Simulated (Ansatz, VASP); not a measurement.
One calculation of Hg, two programs

File INCAR:

```
SYSTEM = Hg
ALGO = Normal
EDIFF = 1E-6
ENCUT = 520
GGA = PS
ISIF = 2
ISMEAR = -1
LASPH = .True.
LCHARG = .False.
LREAL = .False.
LWAVE = .False.
NBANDS = 12
NELM = 100
PREC = Accurate
SIGMA = 0.1
```

KPOINTS

```
k-points
0
Gamma
  12 12 12
  0 0 0
```

Contents of POSCAR:

```
Hg
1.0
    3.0226717717      0.0000000000      0.0000000000
    0.0000000000      3.0226717717      0.0000000000
    0.0000000000      0.0000000000      3.0226717717
Hg
1
Direct
    0.0000000000      0.0000000000      0.0000000000
```

Input for Ansatz:

```yaml
crystal:
  lattice:
    - [3.0226717717, 0.0, 0.0]
    - [0.0, 3.0226717717, 0.0]
    - [0.0, 0.0, 3.0226717717]
  atoms:
    - { symbol: Hg, position: [0.0, 0.0, 0.0] }
hamiltonian:
  xc: pbesol
  pseudopotentials:
    kind: paw
    azcp:
      Hg: "pseudopotentials/Hg.paw.azcp"
basis:
  ecutwfc: 420
  fft_grid_basis: typed
kpoints:
  mp_grid: { grid: [12, 12, 12], shift: [0, 0, 0] }
magnetization:
  spin_polarized: false
scf:
  occupations: { method: fermi_dirac, width: 0.1 }
  lower_state_search: "off"
output:
  stress: true
```

Alike in both runs: task single point; functional PBEsol; k mesh 12 × 12 × 12; occupations fermi-dirac, width 0.1 eV; no spin polarisation.

|  | VASP | Ansatz |
| --- | --- | --- |
| version | VASP 6.6.1 | Ansatz 0.2.0 |
| potentials or method | VASP PAW PBE potentials, release 64 (Hg), cutoff 520 eV | plane waves (420 eV) with PAW, scalar-relativistic |
| valence electrons in the cell | 12 | 20 |

|  | VASP | Ansatz | Ansatz less VASP |
| --- | --- | --- | --- |
| pressure (GPa) | -2.0 | -2.3 | -0.27 |

VASP's potentials were made for PBE, not for PBEsol, and Ansatz warns of the same on its side. VASP's potentials hold 12 valence electrons a cell and Ansatz's 20, so a difference there can come from the potentials and not from the codes.

Spin-orbit coupling is off throughout.
